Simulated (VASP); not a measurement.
# SnSb3 (Pm-3m) in VASP: notebook

SnSb3 is run at these levels: PBE; tasks: single point, relaxation of cell and atoms.

All numbers are computed with VASP 6.6.1; they aren't measurements. Logs are shortened: lines on timing, memory, paths and dates and some standing lists are left out, and cuts for length are marked.

## 1. The cell of the first run

Symmetry: Pm-3m, No. 221, cubic system. Conventional cell: a = 4.811 Å, b = 4.811 Å, c = 4.811 Å, α = 90.00°, β = 90.00°, γ = 90.00°. Within 4.5 Å of Sn (site symmetry m-3m) lie 12 Sb at 3.40 Å. Within 4.5 Å of Sb (site symmetry 4/mmm) lie 4 Sn at 3.40 Å and 8 Sb at 3.40 Å.

## 2. Single point, PBE

INCAR

```
PREC = Accurate
ENCUT = 520
EDIFF = 1E-6
ISMEAR = 0
SIGMA = 0.1
LREAL = F
LASPH = T
NELM = 80
ALGO = Normal
ISIF = 2
LWAVE = F
LCHARG = F
GGA = PE
NBANDS = 22
```

KPOINTS

```
Automatic mesh
0
Gamma
  10 10 10
```

POSCAR

```
SnSb3
1.0
    4.8113105683      0.0000000000      0.0000000000
    0.0000000000      4.8113105683      0.0000000000
    0.0000000000      0.0000000000      4.8113105683
Sn Sb
1 3
Direct
    0.0000000000      0.0000000000      0.0000000000
    0.0000000000      0.5000000000      0.5000000000
    0.5000000000      0.0000000000      0.5000000000
    0.5000000000      0.5000000000      0.0000000000
```

Potentials or basis: VASP PAW PBE potentials, release 64 (Sn_d, Sb).

Started as:

```console
$ cat potpaw_PBE.64/Sn_d/POTCAR potpaw_PBE.64/Sb/POTCAR > POTCAR
$ mpirun -np 1 vasp_std > vasp.out
```

OUTCAR:

```text
PREC = Accurate
   ENCUT = 520
   EDIFF = 1E-6
   ISMEAR = 0
   LREAL = F
   LASPH = T
   NELM = 80
   ISIF = 2
   GGA = PE

 ion  position               nearest neighbor table
   1  0.000  0.000  0.000-   2 3.40   3 3.40   4 3.40   2 3.40   3 3.40   2 3.40   4 3.40   2 3.40
                             3 3.40   4 3.40   3 3.40   4 3.40
   2  0.000  0.500  0.500-   1 3.40   3 3.40   4 3.40   1 3.40   4 3.40   1 3.40   3 3.40   1 3.40
                             3 3.40   4 3.40   4 3.40   3 3.40
   3  0.500  0.000  0.500-   1 3.40   2 3.40   4 3.40   1 3.40   4 3.40   2 3.40   4 3.40   4 3.40
                             1 3.40   2 3.40   1 3.40   2 3.40
   4  0.500  0.500  0.000-   1 3.40   2 3.40   3 3.40   2 3.40   3 3.40   1 3.40   3 3.40   3 3.40
                             1 3.40   2 3.40   2 3.40   1 3.40

  LATTYP: Found a simple cubic cell.
 ALAT       =     4.8113105683

  Lattice vectors:

 A1 = (   4.8113105683,   0.0000000000,   0.0000000000)
 A2 = (   0.0000000000,   4.8113105683,   0.0000000000)
 A3 = (   0.0000000000,   0.0000000000,   4.8113105683)

Analysis of symmetry for initial positions (statically):
=====================================================================
 Subroutine PRICEL returns:
 Original cell was already a primitive cell.

 Routine SETGRP: Setting up the symmetry group for a
 simple cubic supercell.

 Subroutine GETGRP returns: Found 48 space group operations
 (whereof 48 operations were pure point group operations)
 out of a pool of 48 trial point group operations.

The static configuration has the point symmetry O_h .

Analysis of symmetry for dynamics (positions and initial velocities):
=====================================================================
 Subroutine PRICEL returns:
 Original cell was already a primitive cell.

 Routine SETGRP: Setting up the symmetry group for a
 simple cubic supercell.

 Subroutine GETGRP returns: Found 48 space group operations
 (whereof 48 operations were pure point group operations)
 out of a pool of 48 trial point group operations.

The dynamic configuration has the point symmetry O_h .

 Subroutine INISYM returns: Found 48 space group operations
 (whereof 48 operations are pure point group operations),
 and found     1 'primitive' translations

----------------------------------------------------------------------------------------

                                     Primitive cell

  volume of cell :     111.3756

  direct lattice vectors                    reciprocal lattice vectors
     4.811310568  0.000000000  0.000000000     0.207843577  0.000000000  0.000000000
     0.000000000  4.811310568  0.000000000     0.000000000  0.207843577  0.000000000
     0.000000000  0.000000000  4.811310568     0.000000000  0.000000000  0.207843577

  length of vectors
     4.811310568  4.811310568  4.811310568     0.207843577  0.207843577  0.207843577

  position of ions in fractional coordinates (direct lattice)
     0.000000000  0.000000000  0.000000000
     0.000000000  0.500000000  0.500000000
     0.500000000  0.000000000  0.500000000
     0.500000000  0.500000000  0.000000000

  ion indices of the primitive-cell ions
   primitive index   ion index
                 1           1
                 2           2
                 3           3
                 4           4

----------------------------------------------------------------------------------------

 KPOINTS: Automatic mesh

Automatic generation of k-mesh.
 Grid dimensions read from file:
 generate k-points for:   10   10   10

 Generating k-lattice:

  Cartesian coordinates                     Fractional coordinates (reciprocal lattice)
     0.020784358  0.000000000  0.000000000     0.100000000  0.000000000  0.000000000
     0.000000000  0.020784358  0.000000000     0.000000000  0.100000000  0.000000000
     0.000000000  0.000000000  0.020784358     0.000000000  0.000000000  0.100000000

  Length of vectors
     0.020784358  0.020784358  0.020784358

  Shift w.r.t. Gamma in fractional coordinates (k-lattice)
     0.000000000  0.000000000  0.000000000

 Subroutine IBZKPT returns following result:
 ===========================================

 Found     56 irreducible k-points:

 Following reciprocal coordinates:
            Coordinates               Weight
  0.000000  0.000000  0.000000      1.000000
  0.100000  0.000000  0.000000      6.000000
  0.200000  0.000000  0.000000      6.000000
  0.300000  0.000000  0.000000      6.000000
  0.400000  0.000000  0.000000      6.000000
  0.500000  0.000000  0.000000      3.000000
[... 16 lines left out ...]
  0.200000  0.100000  0.100000     24.000000
  0.300000  0.100000  0.100000     24.000000
 [... further k-points ...]
   k-points           NKPTS =     56   k-points in BZ     NKDIM =     56   number of bands    NBANDS=     22
   number of dos      NEDOS =    301   number of ions     NIONS =      4
   total plane-waves  NPLWV =  46656
   dimension x,y,z NGX =    36 NGY =   36 NGZ =   36
   dimension x,y,z NGXF=    72 NGYF=   72 NGZF=   72
   ions per type =               1   3
   NGX,Y,Z   is equivalent  to a cutoff of  12.44, 12.44, 12.44 a.u.
   NGXF,Y,Z  is equivalent  to a cutoff of  24.88, 24.88, 24.88 a.u.
 SYSTEM =  unknown system
   PREC   = accura    normal or accurate (medium, high low for compatibility)
   ISTART =      0    job   : 0-new  1-cont  2-samecut
   ICHARG =      2    charge: 1-file 2-atom 10-const
   ISPIN  =      1    spin polarized calculation?
   LNONCOLLINEAR =      F non collinear calculations
   LSORBIT =      F    spin-orbit coupling
   LASPH  =      T    aspherical Exc in radial PAW
   ENCUT  =  520.0 eV  38.22 Ry    6.18 a.u.   8.95  8.95  8.95*2*pi/ulx,y,z
   NELM   =     80;   NELMIN=  2; NELMDL= -5     # of ELM steps
   EDIFF  = 0.1E-05   stopping-criterion for ELM
   LREAL  =      F    real-space projection
   EDIFFG = 0.1E-04   stopping-criterion for IOM
   NSW    =      0    number of steps for IOM
   IBRION =     -1    ionic relax: 0-MD 1-quasi-New 2-CG
   NFREE  =      0    steps in history (QN), initial steepest desc. (CG)
   ISIF   =      2    stress and relaxation
   ISYM   =      2    0-nonsym 1-usesym 2-fastsym
   POTIM  = 0.5000    time-step for ionic-motion
   TEBEG  =    0.0;   TEEND  =   0.0 temperature during run
   PSTRESS=    0.0 pullay stress
   NELECT =      29.0000    total number of electrons
   NUPDOWN=      -1.0000    fix difference up-down
   EMIN   =  10.00;   EMAX   =-10.00  energy-range for DOS
   EFERMI =   0.00;   METHOD = LEGACY
   ISMEAR =     0;   SIGMA  =   0.10  broadening in eV -4-tet -1-fermi 0-gaus
   EFERMI_NEDOS =   21; number of points for ismear=-14 and -15
   IALGO  =     38    algorithm
   IMIX   =      4    mixing-type and parameters
     AMIX     =   0.40;   BMIX     =  1.00
     AMIX_MAG =   1.60;   BMIX_MAG =  1.00
  volume/ion in A,a.u.               =      27.84       187.90
  Fermi-wavevector in a.u.,A,eV,Ry     =   1.045388  1.975497 14.868933  1.092836
  Thomas-Fermi vector in A             =   2.180181
   LORBIT       =      0    0 simple, 1 ext, 2 COOP (PROOUT), +10 PAW based schemes
   GGA     = PE    functional components
   LHFCALC =     F    Hartree Fock is set to
   AEXX    =    0.0000 exact exchange contribution
   IVDW    =     0    specifies the selected vdW correction
   LEPSILON=     F    determine dielectric tensor
   LRPA    =     F    only Hartree local field effects (RPA)
 non-spin polarized calculation
 Gauss-broadening in eV      SIGMA  =   0.10
  energy-cutoff  :      520.00
  volume of cell :      111.38
 maximum number of plane-waves:      3028
 NGX is ok and might be reduce to    36
   NGX = 17   NGY = 17   NGZ = 17

 number of electron      29.0000019 magnetization

 Free energy of the ion-electron system (eV)
  ---------------------------------------------------
  ext. energy  EPLUGINS =         0.00000000
  ---------------------------------------------------
  free energy    TOTEN  =       -15.35278149 eV

  energy without entropy =      -15.33689025  energy(sigma->0) =      -15.34483587

 E-fermi :   8.1350     XC(G=0): -10.1239

 val. band max:        8.1274509550   @ k =   0.4000   0.0000   0.0000
 cond. band min:       8.1388336701   @ k =   0.4000   0.2000   0.0000
 fundamental gap:      0.0113827151
 Fermi energy:         8.1349928282

 k-point     1 :       0.0000    0.0000    0.0000
  band No.  band energies     occupation
      1     -13.6194      2.00000
      2     -13.6194      2.00000
      3     -13.6179      2.00000
      4     -13.6179      2.00000
      5     -13.6179      2.00000
      6      -4.3011      2.00000
[... 14 lines left out ...]
     21      12.5167      0.00000
     22      12.9100      0.00000

 k-point     2 :       0.1000    0.0000    0.0000
  band No.  band energies     occupation
      1     -13.6193      2.00000
      2     -13.6190      2.00000
      3     -13.6181      2.00000
      4     -13.6181      2.00000
      5     -13.6179      2.00000
      6      -4.2381      2.00000
[... 14 lines left out ...]
     21      12.9339      0.00000
     22      12.9623      0.00000

 k-point     3 :       0.2000    0.0000    0.0000
  band No.  band energies     occupation
      1     -13.6192      2.00000
      2     -13.6186      2.00000
      3     -13.6186      2.00000
      4     -13.6180      2.00000
      5     -13.6179      2.00000
      6      -4.0501      2.00000
[... 14 lines left out ...]
     21      12.8620      0.00000
     22      12.8859      0.00000
[... 476 lines left out ...]
 k-point    23 :       0.2000    0.1000    0.1000
  band No.  band energies     occupation
      1     -13.6189      2.00000
      2     -13.6188      2.00000
      3     -13.6186      2.00000
      4     -13.6183      2.00000
      5     -13.6178      2.00000
      6      -3.9251      2.00000
[... 14 lines left out ...]
     21      13.0153      0.00000
     22      13.3166      0.00000

 k-point    24 :       0.3000    0.1000    0.1000
  band No.  band energies     occupation
      1     -13.6195      2.00000
      2     -13.6195      2.00000
      3     -13.6185      2.00000
      4     -13.6183      2.00000
      5     -13.6165      2.00000
      6      -3.6171      2.00000
[... 14 lines left out ...]
     21      12.7030      0.00000
     22      13.4414      0.00000

 [... further k-points ...]
[... 5 lines left out ...]
  --------------------------------------------------------------------------------------
  -------------------------------------------------------------------------------------
  Total       -0.0800523     -0.0800523     -0.0800523      0.0000000     -0.0000000      0.0000000
  in kB       -1.1515800     -1.1515800     -1.1515800      0.0000000     -0.0000000      0.0000000
  external PRESSURE =      -1.1515800 kB  Pullay stress =       0.0000000 kB

 VOLUME and BASIS-vectors are now :
 -----------------------------------------------------------------------------
  energy-cutoff  :      520.00
  volume of cell :      111.38
      direct lattice vectors                 reciprocal lattice vectors
     4.811310568  0.000000000  0.000000000     0.207843577  0.000000000  0.000000000
     0.000000000  4.811310568  0.000000000     0.000000000  0.207843577  0.000000000
     0.000000000  0.000000000  4.811310568     0.000000000  0.000000000  0.207843577

 POSITION                                       TOTAL-FORCE (eV/Angst)
 -----------------------------------------------------------------------------------
      0.00000      0.00000      0.00000         0.000000      0.000000      0.000000
      0.00000      2.40566      2.40566         0.000000      0.000000      0.000000
      2.40566      0.00000      2.40566         0.000000      0.000000      0.000000
      2.40566      2.40566      0.00000         0.000000      0.000000      0.000000
 -----------------------------------------------------------------------------------
    total drift:                                0.000000     -0.000000     -0.000000

  FREE ENERGIE OF THE ION-ELECTRON SYSTEM (eV)
  ---------------------------------------------------
  free  energy   TOTEN  =       -15.3527814945 eV

  energy  without entropy=      -15.3368902506  energy(sigma->0) =      -15.34483587
```

Wall time 31 s (1 thread of Intel Xeon 6975P-C (Granite Rapids), shared host); peak memory 0.28 GiB.

Results:

```
Free energy            : -15.3528 eV
Pressure               : -0.1 GPa
Band gap on the k mesh : zero (an odd number of electrons rules out a gap without spin polarisation)
```

Caveat: spin-orbit coupling is left out, which moves the levels of the heavy elements.

## 3. Relaxation of cell and atoms, PBE

This run uses another cell than the first one, of 26.71 Å³/atom.

INCAR

```
SYSTEM = SnSb3
PREC = Accurate
ENCUT = 600
EDIFF = 1E-7
ISMEAR = 0
SIGMA = 0.1
LREAL = .False.
LASPH = .True.
NELM = 100
ALGO = Normal
ISIF = 3
LWAVE = .False.
LCHARG = .False.
GGA = PE
IBRION = 2
NSW = 100
EDIFFG = -0.01
```

KPOINTS

```
Automatic mesh
0
Gamma
  10 10 10
  0 0 0
```

POSCAR

```
SnSb3
1.0
    4.7451175549      0.0000000000      0.0000000000
    0.0000000000      4.7451175549      0.0000000000
    0.0000000000      0.0000000000      4.7451175549
Sn Sb
1 3
Direct
    0.0000000000      0.0000000000      0.0000000000
    0.0000000000      0.5000000000      0.5000000000
    0.5000000000      0.0000000000      0.5000000000
    0.5000000000      0.5000000000      0.0000000000
```

Potentials or basis: VASP PAW PBE potentials, release 64 (Sn_d, Sb).

Started as:

```console
$ cat potpaw_PBE.64/Sn_d/POTCAR potpaw_PBE.64/Sb/POTCAR > POTCAR
$ mpirun -np 1 vasp_std > vasp.out
```

It took 1.7 min on 1 thread of Intel Xeon 6975P-C (Granite Rapids), shared host; peak memory 0.33 GiB.

Results (log left out):

```
Free energy                           : -15.3527 eV
Relaxed volume                        : 27.78 Å³/atom
Relaxed cell                          : a = 4.808 Å, b = 4.808 Å, c = 4.808 Å, α = 90.00°, β = 90.00°, γ = 90.00°
Space group after relaxing (to 0.1 Å) : Pm-3m (No. 221)
Energy gained by relaxing             : 7.3 meV/atom
Ionic steps                           : 3
Pressure after relaxing               : 0.0 GPa
Band gap on the k mesh                : zero (an odd number of electrons rules out a gap without spin polarisation)
```

The path:
| step | energy change (eV) | largest force (eV/Å) | pressure (GPa) | volume (Å³) |
| --- | --- | --- | --- | --- |
| 1 | 0.0000 | 0.0000 | 2.27 | 106.84 |
| 2 | -0.0254 | 0.0000 | -0.75 | 112.81 |
| 3 | -0.0294 | 0.0000 | 0.01 | 111.14 |

Final structure:
```
Sn Sb
1.0
     4.80791    0.00000    0.00000
     0.00000    4.80791    0.00000
     0.00000    0.00000    4.80791
Sn Sb
1 3
Direct
  0.00000 0.00000 0.00000
  0.00000 0.50000 0.50000
  0.50000 0.00000 0.50000
  0.50000 0.50000 0.00000
```

Levels at points of the mesh, in eV from the Fermi level:
| k point | band 11 | band 12 | band 13 | band 14 | band 15 | band 16 | band 17 | band 18 |
| --- | --- | --- | --- | --- | --- | --- | --- | --- |
| (0.00, 0.00, 0.00) | -4.59 | -4.59 | 0.31 | 0.31 | 0.31 | 1.01 | 1.01 | 1.01 |
| (0.50, 0.00, 0.00) | -3.07 | -2.63 | -2.63 | -1.39 | -1.14 | 1.16 | 1.41 | 2.01 |
| (0.50, 0.50, 0.00) | -2.12 | -2.12 | -1.76 | -1.44 | -1.35 | -1.35 | -0.29 | 3.18 |
| (0.50, 0.50, 0.50) | -5.39 | -5.39 | -5.39 | 3.41 | 3.41 | 3.44 | 3.44 | 3.44 |

Caveat: spin-orbit coupling is left out, which moves the levels of the heavy elements.
